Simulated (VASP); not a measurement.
# MoS (F-43m) in VASP: further runs

MoS is run at these levels: PBE+U; tasks: single point, relaxation of cell and atoms.

Everything below comes from runs of VASP 6.6.1. Logs are shortened: lines on timing, memory, paths and dates and some standing lists are left out, and cuts for length are marked.

## 1. The cell of the first run

The structure is cubic, space group F-43m (No. 216). The conventional cell has a = 5.961 Å, b = 5.961 Å, c = 5.961 Å, α = 90.00°, β = 90.00°, γ = 90.00°. Mo (site symmetry -43m) has 4 S at 2.58 Å within 3.4 Å. S (site symmetry -43m) has 4 Mo at 2.58 Å within 3.4 Å.

## 2. Single point, PBE+U, collinear spin, ferromagnetic start

The input, INCAR:

```
ALGO     = Normal         # electronic algorithm
EDIFF    = 1E-6           # SCF threshold, eV
ENCUT    = 520            # plane-wave cutoff, eV
GGA      = PE             # functional
ISIF     = 2              # what is computed and relaxed
ISMEAR   = 0              # smearing method
ISPIN    = 2              # spin polarisation
LASPH    = True           # aspherical terms in the spheres
LCHARG   = False          # write CHGCAR
LDAU     = True           # DFT+U
LDAUJ    = 0 0          
LDAUL    = 2 -1           # shell
LDAUPRINT= 1            
LDAUTYPE = 2            
LDAUU    = 4.38 0         # U, eV
LMAXMIX  = 4              # l up to which the mixer works
LORBIT   = 11             # projections on sites
LREAL    = False          # projectors in reciprocal space
LWAVE    = False          # write WAVECAR
MAGMOM   = 0.99 0         # initial moments
NBANDS   = 21             # bands
NELM     = 150            # most SCF steps
PREC     = Accurate       # precision mode
SIGMA    = 0.1            # smearing width, eV
```

The input, KPOINTS:

```
k-points
0
Gamma
  6 6 6
```

The input, POSCAR:

```
MoS
1.0
    0.0000000000      2.9802824624      2.9802824624
    2.9802824624      0.0000000000      2.9802824624
    2.9802824624      2.9802824624      0.0000000000
Mo S
1 1
Direct
    0.0000000000      0.0000000000      0.0000000000
    0.2500000000      0.2500000000      0.2500000000
```

Potentials or basis: VASP PAW PBE potentials, release 64 (Mo_sv, S).

The run is started by

```
> cat potpaw_PBE.64/Mo_sv/POTCAR potpaw_PBE.64/S/POTCAR > POTCAR
> mpirun -np 1 vasp_std > vasp.out
```

OUTCAR:

```text
EDIFF = 1E-6
   ENCUT = 520
   GGA = PE
   ISIF = 2
   ISMEAR = 0
   ISPIN = 2
   LASPH = True
   LORBIT = 11
   LREAL = False
   NELM = 150
   PREC = Accurate

 ion  position               nearest neighbor table
   1  0.000  0.000  0.000-   2 2.58   2 2.58   2 2.58   2 2.58
   2  0.250  0.250  0.250-   1 2.58   1 2.58   1 2.58   1 2.58

  LATTYP: Found a face centered cubic cell.
 ALAT       =     5.9605649248

  Lattice vectors:

 A1 = (   0.0000000000,   2.9802824624,   2.9802824624)
 A2 = (   2.9802824624,   0.0000000000,   2.9802824624)
 A3 = (   2.9802824624,   2.9802824624,   0.0000000000)

Analysis of symmetry for initial positions (statically):
=====================================================================
 Subroutine PRICEL returns:
 Original cell was already a primitive cell.

 Routine SETGRP: Setting up the symmetry group for a
 face centered cubic supercell.

 Subroutine GETGRP returns: Found 24 space group operations
 (whereof 24 operations were pure point group operations)
 out of a pool of 48 trial point group operations.

The static configuration has the point symmetry T_d .

Analysis of symmetry for dynamics (positions and initial velocities):
=====================================================================
 Subroutine PRICEL returns:
 Original cell was already a primitive cell.

 Routine SETGRP: Setting up the symmetry group for a
 face centered cubic supercell.

 Subroutine GETGRP returns: Found 24 space group operations
 (whereof 24 operations were pure point group operations)
 out of a pool of 48 trial point group operations.

The dynamic configuration has the point symmetry T_d .

Analysis of structural, dynamic, and magnetic symmetry:
=====================================================================
 Subroutine PRICEL returns:
 Original cell was already a primitive cell.

 Routine SETGRP: Setting up the symmetry group for a
 face centered cubic supercell.

 Subroutine GETGRP returns: Found 24 space group operations
 (whereof 24 operations were pure point group operations)
 out of a pool of 48 trial point group operations.

The overall configuration has the point symmetry T_d .

 Subroutine INISYM returns: Found 24 space group operations
 (whereof 24 operations are pure point group operations),
 and found     1 'primitive' translations
[... 155 lines left out ...]
  o =  0.6877  v =  0.0000  0.0498  0.0000 -0.9988 -0.0000  0.0000  0.0000  0.0000  0.0000  0.0000      0.0000  0.0000  0.0000  0.0000  0.0000  0.0000  0.0000  0.0000  0.0000  0.0000
  o =  0.6877  v =  1.0000  0.0000  0.0000  0.0000  0.0000  0.0000  0.0000  0.0000  0.0000  0.0000      0.0000  0.0000  0.0000  0.0000  0.0000  0.0000  0.0000  0.0000  0.0000  0.0000
  o =  0.6877  v =  0.0000 -0.9988  0.0000 -0.0498 -0.0000  0.0000  0.0000  0.0000  0.0000  0.0000      0.0000  0.0000  0.0000  0.0000  0.0000  0.0000  0.0000  0.0000  0.0000  0.0000
  o =  0.8232  v =  0.0000 -0.0000  0.2616 -0.0000  0.9652  0.0000  0.0000  0.0000  0.0000  0.0000      0.0000  0.0000  0.0000  0.0000  0.0000  0.0000  0.0000  0.0000  0.0000  0.0000
  o =  0.8232  v =  0.0000  0.0000  0.9652  0.0000 -0.2616  0.0000  0.0000  0.0000  0.0000  0.0000      0.0000  0.0000  0.0000  0.0000  0.0000  0.0000  0.0000  0.0000  0.0000  0.0000

 number of electron      20.0000002 magnetization       4.0000056

 Free energy of the ion-electron system (eV)
  ---------------------------------------------------
  ext. energy  EPLUGINS =         0.00000000
  ---------------------------------------------------
  free energy    TOTEN  =       -10.67672842 eV

  energy without entropy =      -10.66969073  energy(sigma->0) =      -10.67320957

 E-fermi :   5.0371     XC(G=0):  -9.0836

 val. band max:        5.0125166720   @ k =   0.0000   0.0000   0.0000
 cond. band min:       5.0883476080   @ k =   0.5000   0.1667   0.0000
 fundamental gap:      0.0758309360
 Fermi energy:         5.0370706877

 spin component 1

 k-point     1 :       0.0000    0.0000    0.0000
  band No.  band energies     occupation
      1     -56.8549      1.00000
      2     -31.0834      1.00000
      3     -31.0834      1.00000
      4     -31.0834      1.00000
      5      -8.6631      1.00000
      6      -0.0774      1.00000
[... 373 lines left out ...]
     20      16.4884      0.00000
     21      17.2349      0.00000
 Fermi energy:         5.0370706877

 spin component 2

 k-point     1 :       0.0000    0.0000    0.0000
  band No.  band energies     occupation
      1     -54.5779      1.00000
      2     -28.5450      1.00000
      3     -28.5450      1.00000
      4     -28.5450      1.00000
      5      -8.6985      1.00000
      6       1.3214      1.00000
[... 373 lines left out ...]
     20      17.3352      0.00000
     21      17.8661      0.00000

------------------------ aborting loop because EDIFF is reached ----------------------------------------

  FORCE on cell =-STRESS in cart. coord.  units (eV):
  Direction    XX          YY          ZZ          XY          YZ          ZX
  --------------------------------------------------------------------------------------
  -------------------------------------------------------------------------------------
  Total       -0.3765549     -0.3765549     -0.3765549      0.0000000     -0.0000000      0.0000000
  in kB      -11.3955844    -11.3955844    -11.3955844      0.0000000     -0.0000000      0.0000000
  external PRESSURE =     -11.3955844 kB  Pullay stress =       0.0000000 kB

 VOLUME and BASIS-vectors are now :
 -----------------------------------------------------------------------------
  energy-cutoff  :      520.00
  volume of cell :       52.94
      direct lattice vectors                 reciprocal lattice vectors
     0.000000000  2.980282462  2.980282462    -0.167769333  0.167769333  0.167769333
     2.980282462  0.000000000  2.980282462     0.167769333 -0.167769333  0.167769333
     2.980282462  2.980282462  0.000000000     0.167769333  0.167769333 -0.167769333

 POSITION                                       TOTAL-FORCE (eV/Angst)
 -----------------------------------------------------------------------------------
      0.00000      0.00000      0.00000         0.000000     -0.000000     -0.000000
      1.49014      1.49014      1.49014        -0.000000      0.000000      0.000000
 -----------------------------------------------------------------------------------
    total drift:                               -0.000000     -0.000000     -0.000000

  FREE ENERGIE OF THE ION-ELECTRON SYSTEM (eV)
  ---------------------------------------------------
  free  energy   TOTEN  =       -10.6767284205 eV

  energy  without entropy=      -10.6696907280  energy(sigma->0) =      -10.67320957

 total charge

# of ion       s       p       d       tot
------------------------------------------
    1        2.209   6.071   3.896  12.176
    2        1.325   2.382   0.000   3.707
--------------------------------------------------
tot          3.534   8.452   3.896  15.883

 magnetization (x)

# of ion       s       p       d       tot
------------------------------------------
    1        0.057   0.043   3.458   3.558
    2       -0.002  -0.184   0.000  -0.186
--------------------------------------------------
tot          0.055  -0.141   3.458   3.373
```

stdout:

```text
POSCAR found type information on POSCAR MoS
 POSCAR found :  2 types and       2 ions
 scaLAPACK will be used
 LDA part: xc-table for (Slater+PW92), standard interpolation
 POSCAR, INCAR and KPOINTS ok, starting setup
 FFT: planning ... GRIDC
 FFT: planning ... GRID_SOFT
 FFT: planning ... GRID
 WAVECAR not read
 entering main loop
```

Run time: 26 s. Hardware: 1 thread of Intel Xeon 6975P-C (Granite Rapids), shared host; peak memory 0.21 GiB.

Results:

```yaml
Free_energy: -10.6767 eV
Pressure: -1.1 GPa
Band_gap_on_the_k_mesh: zero (filled and empty bands overlap)
Net_moment: 4.00 μB per cell
Site_moments: Mo +3.56; S -0.19 μB
Valence_electrons_inside_the_program's_atomic_spheres: Mo 12.18; S 3.71
```

Levels at points of the mesh, in eV from the Fermi level:
Spin up:
```
           k point  band 8  band 9  band 10  band 11  band 12  band 13  band 14  band 15  band 16  band 17
(0.00, 0.00, 0.00)   -5.11   -2.78    -2.78    -0.02     1.68     1.68     1.68     6.25     6.25     6.25
(0.50, 0.00, 0.00)   -4.85   -2.46    -2.46    -1.77     0.33     0.33     2.64     5.79     7.01     7.01
(0.50, 0.50, 0.00)   -4.12   -2.49    -2.32    -1.95    -0.98    -0.98     3.76     5.38     7.54     9.67
```
Spin down:
| k point | band 6 | band 7 | band 8 | band 9 | band 10 | band 11 |
| --- | --- | --- | --- | --- | --- | --- |
| (0.00, 0.00, 0.00) | -3.72 | -3.72 | -3.72 | 1.18 | 2.62 | 2.62 |
| (0.50, 0.00, 0.00) | -4.82 | -3.58 | -3.58 | 2.32 | 2.83 | 2.83 |
| (0.50, 0.50, 0.00) | -4.92 | -3.52 | -3.52 | 0.78 | 2.18 | 3.33 |

Eigenvalues of the final occupation matrices:
```csv
site,spin,trace,eigenvalues
site 1 d,1,3.71,0.69 0.69 0.69 0.82 0.82
site 1 d,2,0.22,0.02 0.02 0.06 0.06 0.06
```

## 3. Relaxation of cell and atoms, PBE+U, collinear spin, ferromagnetic start

This run uses another cell than the first one, of 16.90 Å³/atom, 0.638 times its volume.

The input, INCAR:

```
SYSTEM = MoS
  PREC = Accurate
  ENCUT = 600
  EDIFF = 1E-6
  ISMEAR = 0
  SIGMA = 0.1
  LREAL = .FALSE.
  LASPH = .TRUE.
  NELM = 150
  ALGO = Normal
  ISIF = 3
  LWAVE = .FALSE.
  LCHARG = .FALSE.
  ISPIN = 2
  MAGMOM = 0.99 0
  LORBIT = 11
  LMAXMIX = 4
  LDAU = .TRUE.
  LDAUTYPE = 2
  LDAUL = 2 -1
  LDAUU = 4.38 0
  LDAUJ = 0 0
  LDAUPRINT = 1
  GGA = PE
  IBRION = 2
  NSW = 100
  EDIFFG = -0.05
```

The input, KPOINTS:

```
Automatic mesh
0
G
  6 6 6
  0 0 0
```

The input, POSCAR:

```
MoS
1.0
    0.0000000000      2.5661882583      2.5661882583
    2.5661882583      0.0000000000      2.5661882583
    2.5661882583      2.5661882583      0.0000000000
Mo S
1 1
Direct
    0.0000000000      0.0000000000      0.0000000000
    0.2500000000      0.2500000000      0.2500000000
```

Potentials or basis: VASP PAW PBE potentials, release 64 (Mo_sv, S).

The run is started by

```
> cat potpaw_PBE.64/Mo_sv/POTCAR potpaw_PBE.64/S/POTCAR > POTCAR
> mpirun -np 1 vasp_std > vasp.out
```

OUTCAR:

```text
SYSTEM = MoS
   PREC = Accurate
   ENCUT = 600
   EDIFF = 1E-6
   ISMEAR = 0
   LREAL = .FALSE.
   LASPH = .TRUE.
   NELM = 150
   ISIF = 3
   ISPIN = 2
   LORBIT = 11
   GGA = PE
   IBRION = 2
   NSW = 100
   EDIFFG = -0.05

 ion  position               nearest neighbor table
   1  0.000  0.000  0.000-   2 2.22   2 2.22   2 2.22   2 2.22
   2  0.250  0.250  0.250-   1 2.22   1 2.22   1 2.22   1 2.22

  LATTYP: Found a face centered cubic cell.
 ALAT       =     5.1323765166

  Lattice vectors:

 A1 = (   0.0000000000,   2.5661882583,   2.5661882583)
 A2 = (   2.5661882583,   0.0000000000,   2.5661882583)
 A3 = (   2.5661882583,   2.5661882583,   0.0000000000)

Analysis of symmetry for initial positions (statically):
=====================================================================
 Subroutine PRICEL returns:
 Original cell was already a primitive cell.

 Routine SETGRP: Setting up the symmetry group for a
[... 921 lines left out ...]

  energy without entropy =      -10.37120086  energy(sigma->0) =      -10.37336388

 E-fermi :   7.7956     XC(G=0): -10.4938

 val. band max:        7.7345521298   @ k =  -0.3333   0.1667   0.0000
 cond. band min:       7.8371295409   @ k =  -0.3333   0.3333   0.0000
 fundamental gap:      0.1025774111
 Fermi energy:         7.7955968602

 spin component 1

 k-point     1 :       0.0000    0.0000    0.0000
  band No.  band energies     occupation
      1     -53.6449      1.00000
      2     -27.6961      1.00000
      3     -27.6961      1.00000
      4     -27.6961      1.00000
      5      -7.4063      1.00000
      6       2.1604      1.00000
      7       2.1604      1.00000
      8       2.1604      1.00000
      9       8.3565      0.00000
     10       8.3565      0.00000
     11       8.5419      0.00000
[... 560 lines left out ...]
  FREE ENERGIE OF THE ION-ELECTRON SYSTEM (eV)
  ---------------------------------------------------
  free  energy   TOTEN  =       -10.3755268980 eV

  energy  without entropy=      -10.3712008585  energy(sigma->0) =      -10.37336388

 reached required accuracy - stopping structural energy minimisation

 total charge

# of ion       s       p       d       tot
------------------------------------------
    1        2.273   6.126   3.922  12.321
    2        1.309   2.435   0.000   3.744
--------------------------------------------------
tot          3.582   8.562   3.922  16.066

 magnetization (x)

# of ion       s       p       d       tot
------------------------------------------
    1       -0.031  -0.013  -1.343  -1.387
    2        0.006   0.042   0.000   0.048
--------------------------------------------------
tot         -0.025   0.029  -1.343  -1.338
```

OSZICAR:

```text
N       E                     dE             d eps       ncg     rms          rms(c)
DAV:   1     0.164870512842E+03    0.16487E+03   -0.11684E+04   896   0.151E+03
DAV:   2    -0.530255454724E+01   -0.17017E+03   -0.16714E+03  1064   0.381E+02
DAV:   3    -0.101319425167E+02   -0.48294E+01   -0.47859E+01  1172   0.616E+01
DAV:   4    -0.101707876481E+02   -0.38845E-01   -0.38839E-01   998   0.588E+00
[... 193 lines left out ...]
DAV:   4    -0.103752572938E+02    0.30175E-03   -0.28163E-03   944   0.403E-01    0.302E-01
DAV:   5    -0.103753940329E+02   -0.13674E-03   -0.28614E-04  1130   0.151E-01    0.175E-01
DAV:   6    -0.103755110267E+02   -0.11699E-03   -0.11763E-04  1022   0.946E-02    0.424E-02
DAV:   7    -0.103755272616E+02   -0.16235E-04   -0.46329E-05   998   0.551E-02    0.142E-02
DAV:   8    -0.103755268980E+02    0.36363E-06   -0.24418E-06   846   0.145E-02
   5 F= -.10375527E+02 E0= -.10373364E+02  d E =-.602947E+00  mag=    -1.3983
```

CONTCAR:

```text
MoS
   1.00000000000000
     0.0000000000000000    2.7385277458459529    2.7385277458459529
     2.7385277458459529    0.0000000000000000    2.7385277458459529
     2.7385277458459529    2.7385277458459529    0.0000000000000000
  Mo              S
     1     1
Direct
     0.0000000000000000    0.0000000000000000    0.0000000000000000
     0.2500000000000000    0.2500000000000000    0.2500000000000000

  0.00000000E+00  0.00000000E+00  0.00000000E+00
  0.00000000E+00  0.00000000E+00  0.00000000E+00
```

Run time: 2.6 min. Hardware: 1 thread of Intel Xeon 6975P-C (Granite Rapids), shared host; peak memory 0.2 GiB.

What came out:

* Free energy: -10.3755 eV
* Relaxed volume: 20.54 Å³/atom
* Relaxed cell: a = 3.873 Å, b = 3.873 Å, c = 3.873 Å, α = 60.00°, β = 60.00°, γ = 60.00°
* Space group after relaxing (to 0.05 Å): F-43m (No. 216)
* Energy gained by relaxing: 301.5 meV/atom
* Ionic steps: 5
* Pressure after relaxing: -0.1 GPa
* Net moment: -1.40 μB per cell
* Site moments: Mo -1.39; S +0.05 μB
* Valence electrons inside the program's atomic spheres: Mo 12.32; S 3.74

Step by step:
```
step  energy change (eV)  largest force (eV/Å)  pressure (GPa)  volume (Å³)
   1              0.0000                0.0000           31.73        33.80
   2              0.2725                0.0000          -10.70        52.96
   3             -0.5956                0.0000            2.61        40.11
   4             -0.5965                0.0000           -2.23        41.95
   5             -0.6029                0.0000           -0.09        41.08
```

Final structure:
```xyz
2
Lattice="0.0000 2.7385 2.7385 2.7385 0.0000 2.7385 2.7385 2.7385 0.0000" Properties=species:S:1:pos:R:3 pbc="T T T"
Mo    0.0000    0.0000    0.0000
S     1.3693    1.3693    1.3693
```

Levels at points of the mesh, in eV from the Fermi level:
Spin up:
```tsv
k point	band 7	band 8	band 9	band 10	band 11	band 12
(0.00, 0.00, 0.00)	-5.64	-5.64	0.56	0.56	0.75	3.81
(0.50, 0.00, 0.00)	-5.19	-5.19	-0.13	0.80	0.80	2.00
(0.50, 0.50, 0.00)	-4.63	-4.63	-1.87	0.69	0.74	0.74
```
Spin down:
```
           k point  band 8  band 9  band 10  band 11  band 12  band 13  band 14
(0.00, 0.00, 0.00)   -5.85   -3.16    -3.16     0.63     3.50     3.50     3.50
(0.50, 0.00, 0.00)   -5.71   -2.44    -2.44    -0.66     1.53     1.53     3.32
(0.50, 0.50, 0.00)   -4.75   -2.39    -2.19    -1.93     0.20     0.20     5.80
```

Eigenvalues of the final occupation matrices:
```
    site  spin  trace               eigenvalues
site 1 d     1   1.31  0.14 0.14 0.34 0.34 0.34
site 1 d     2   2.66  0.36 0.36 0.36 0.79 0.79
```

Caveat: the electronic state changed during the relaxation; the volume moved by over 15 % at a fixed basis, so the end points are rough.

## 4. Single point, PBE+U, collinear spin, ferromagnetic start

This run uses another cell than the first one, of 21.08 Å³/atom, 0.796 times its volume.

The input, INCAR:

```
PREC = Accurate
ENCUT = 520
EDIFF = 1E-7
ISMEAR = 0
SIGMA = 0.1
LREAL = False
LASPH = True
NELM = 150
ALGO = Normal
ISIF = 2
LWAVE = False
LCHARG = False
ISPIN = 2
MAGMOM = 2 0
LORBIT = 11
LMAXMIX = 4
LDAU = True
LDAUTYPE = 2
LDAUL = 2 -1
LDAUU = 4.38 0
LDAUJ = 0 0
LDAUPRINT = 1
GGA = PE
NBANDS = 21
```

The input, KPOINTS:

```
regular mesh
0
Gamma
  12 12 12
```

The input, POSCAR:

```
MoS
1.0
    0.0000000000      2.7622918738      2.7622918738
    2.7622918738      0.0000000000      2.7622918738
    2.7622918738      2.7622918738      0.0000000000
Mo S
1 1
Direct
    0.0000000000      0.0000000000      0.0000000000
    0.2500000000      0.2500000000      0.2500000000
```

The run is started by

```
> cat potpaw_PBE.64/Mo_sv/POTCAR potpaw_PBE.64/S/POTCAR > POTCAR
> mpirun -np 1 vasp_std > vasp.out
```

It took 66 s on 1 thread of Intel Xeon 6975P-C (Granite Rapids), shared host; peak memory 0.25 GiB.

Results (log left out):

- Free energy: -10.3509 eV
- Pressure: -2.1 GPa
- Net moment: 1.57 μB per cell
- Site moments: Mo +1.54; S -0.06 μB
- Valence electrons inside the program's atomic spheres: Mo 12.28; S 3.73

Levels at points of the mesh, in eV from the Fermi level:
Spin up:
```
           k point  band 9  band 10  band 11  band 12  band 13  band 14
(0.00, 0.00, 0.00)   -3.28    -3.28     0.45     3.21     3.21     3.21
(0.50, 0.00, 0.00)   -2.59    -2.59    -0.85     1.31     1.31     3.15
(0.50, 0.50, 0.00)   -2.55    -2.28    -2.09    -0.01    -0.01     5.45
```
Spin down:
| k point | band 6 | band 7 | band 8 | band 9 | band 10 | band 11 | band 12 | band 13 |
| --- | --- | --- | --- | --- | --- | --- | --- | --- |
| (0.00, 0.00, 0.00) | -5.56 | -5.56 | -5.56 | 0.59 | 0.59 | 0.63 | 3.70 | 3.70 |
| (0.50, 0.00, 0.00) | -6.29 | -5.14 | -5.14 | -0.10 | 0.82 | 0.82 | 1.94 | 1.94 |
| (0.50, 0.50, 0.00) | -6.56 | -4.64 | -4.64 | -1.79 | 0.67 | 0.76 | 0.76 | 1.83 |

Eigenvalues of the final occupation matrices:
| site | spin | trace | eigenvalues |
| --- | --- | --- | --- |
| site 1 d | 1 | 2.71 | 0.38 0.38 0.38 0.79 0.79 |
| site 1 d | 2 | 1.22 | 0.13 0.13 0.32 0.32 0.32 |

The state reached can hang on the start; a lower one may exist.

(Continued in part 2 of 2.)
